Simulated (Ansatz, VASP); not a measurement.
## Ti3Al: VASP beside Ansatz

```
Ti Al
1.0
     2.94888    0.00000    0.00000
    -1.47444    2.55380    0.00000
     0.00000    0.00000    8.81036
Ti Al
3 1
Cartesian
  1.4744 0.8513 0.0000
  0.0000 1.7025 6.6181
  0.0000 1.7025 2.1923
  1.4744 0.8513 4.4052
```

Alike in both runs: task single point; functional PBEsol; k mesh 15 × 15 × 6; occupations gaussian, width 0.15 eV; no spin polarisation.

```csv
,VASP,Ansatz
version,VASP 6.6.1,Ansatz 0.2.0
potentials or method,"VASP PAW PBE potentials, release 64 (Ti_sv, Al), cutoff 520 eV","scalar-relativistic, plane waves, PAW"
valence electrons in the cell,39,39
```

|  | VASP | Ansatz | Ansatz less VASP |
| --- | --- | --- | --- |
| gap on the k mesh at the Fermi level (eV) | none | none | - |
| pressure (GPa) | 0.5 | 0.6 | +0.10 |
| traceless stress, the component that is largest in VASP (GPa) | 6.11 | 6.08 | -0.025 |
| rms of the force components (eV/Å) | 0.039 | 0.034 | -0.0054 |

VASP's potentials were made for PBE, not for PBEsol, and Ansatz warns of the same on its side. Atom by atom the forces differ by 0.005 eV/Å (rms over components). A gap of «none» marks a metal or a gap that the smearing closes.
